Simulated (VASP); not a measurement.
Write the native input for VASP 6.6.1 that does the following.

```
Task                   : single point
Functional             : PBE
Potentials or basis    : VASP PAW PBE potentials, release 64 (Rb_sv, Br)
Cutoff                 : 520 eV
k mesh                 : 4 × 4 × 4
Occupations            : gaussian, width 0.01 eV
Spin                   : no spin polarisation
Dipole correction      : no
Further INCAR settings : ALGO = Normal; EDIFF = 1e-06; NBANDS = 15
```

The structure of RbBr lies in POSCAR:

```
RbBr
1.0
    0.0000000000      3.4608258933      3.4608258933
    3.4089135049      0.0000000000      3.4608258933
    3.4089135049      3.4608258933      0.0000000000
Rb Br
1 1
Direct
    0.0000000000      0.0000000000      0.0000000000
    0.5000000000      0.5000000000      0.5000000000
```

This cell differs from its parent crystal: uniaxial x strain -1.5%.

The input as run:

INCAR

```
PREC     = Accurate       # precision mode
ENCUT    = 520            # plane-wave cutoff, eV
EDIFF    = 1E-6           # SCF threshold, eV
ISMEAR   = 0              # smearing method
SIGMA    = 0.01           # smearing width, eV
LREAL    = F              # projectors in reciprocal space
LASPH    = T              # aspherical terms in the spheres
NELM     = 100            # most SCF steps
ALGO     = Normal         # electronic algorithm
ISIF     = 2              # what is computed and relaxed
LWAVE    = F              # write WAVECAR
LCHARG   = T              # write CHGCAR
GGA      = PE             # functional
LELF     = T              # ELF
LVHAR    = T            
NBANDS   = 15             # bands
```

KPOINTS

```
regular mesh
0
Gamma
  4 4 4
```

Potentials or basis: VASP PAW PBE potentials, release 64 (Rb_sv, Br).

The run is started by

```sh
$ cat potpaw_PBE.64/Rb_sv/POTCAR potpaw_PBE.64/Br/POTCAR > POTCAR
$ mpirun -np 1 vasp_std > vasp.out
```

It gave:

| Quantity | Value |
| --- | --- |
| Pressure | 0.8 GPa |
| Band gap on the k mesh | 4.31 eV |

Caveat: the cell differs from its parent crystal (uniaxial x strain -1.5%).

It took 29 s on 1 thread of Intel Xeon 8259CL, on a shared host, peak memory 0.2 GiB.
